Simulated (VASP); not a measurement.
A run of VASP 6.6.1 is set up as follows.

INCAR

```
  PREC = Accurate
  ENCUT = 520
  EDIFF = 1E-6
  ISMEAR = 0
  SIGMA = 0.15
  LREAL = F
  LASPH = T
  NELM = 60
  ALGO = Normal
  ISIF = 2
  LWAVE = F
  LCHARG = T
  GGA = PS
  LELF = T
  LVHAR = T
  NBANDS = 22
```

The input KPOINTS:

```
regular mesh
0
Gamma
  8 8 8
```

Contents of POSCAR:

```
InSb3
1.0
    4.5866084372     -0.0550865859     -0.0550865859
   -0.0550865859      4.5866084372     -0.0550865859
   -0.0550865859     -0.0550865859      4.5866084372
In Sb
1 3
Direct
    0.0000000000      0.0000000000      0.0000000000
    0.5000000000      0.0000000000      0.5000000000
    0.0000000000      0.5000000000      0.5000000000
    0.5000000000      0.5000000000      0.0000000000
```

Potentials or basis: VASP PAW PBE potentials, release 64 (In_d, Sb).

Launch:

```console
$ cat potpaw_PBE.64/In_d/POTCAR potpaw_PBE.64/Sb/POTCAR > POTCAR
$ mpirun -np 1 vasp_std > vasp.out
```

Task: Estimate the band gap on the k mesh.

Result: Zero (bands 14 and 15 overlap by 5.21 eV).

Task: Predict the pressure.

Result: 6.9 GPa.

Stress tensor (GPa, compression positive):
```
6.95 0.67 0.67
0.67 6.95 0.67
0.67 0.67 6.95
```

Caveat: the cell stands under pressure; the PAW data sets were made with another functional, which shifts forces and pressure a little; spin-orbit coupling is left out, which moves the levels of the heavy elements.
